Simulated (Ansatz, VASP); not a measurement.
# Al2O3 in VASP and in Ansatz

```
CELL_PARAMETERS angstrom
3.20705 0.00000 0.00000
0.00000 3.20705 0.00000
0.00000 0.00000 6.75599
ATOMIC_POSITIONS crystal
Al 0.50000 0.50000 0.22283
Al 0.50000 0.50000 0.77717
O 0.00000 0.00000 0.50000
O 0.50000 0.50000 0.38906
O 0.50000 0.50000 0.61094
```

Alike in both runs: task single point; functional PBE; k mesh 6 × 6 × 4; occupations gaussian, width 0.1 eV; no spin polarisation.

|  | VASP | Ansatz |
| --- | --- | --- |
| version | VASP 6.6.1 | Ansatz 0.2.0 |
| potentials or method | VASP PAW PBE potentials, release 64 (Al, O), cutoff 600 eV | scalar-relativistic, plane waves, PAW |
| valence electrons in the cell | 24 | 24 |

VASP gave:

| Item | Value |
| --- | --- |
| gap on the k mesh at the Fermi level (eV) | none |
| rms of the force components (eV/Å) | 37.147 |

Task: Which values does Ansatz return?

Result: gap on the k mesh at the Fermi level (eV): none; rms of the force components (eV/Å): 44.050.

Atom by atom the forces differ by 6.906 eV/Å (rms over components). A gap of «none» marks a metal or a gap that the smearing closes.
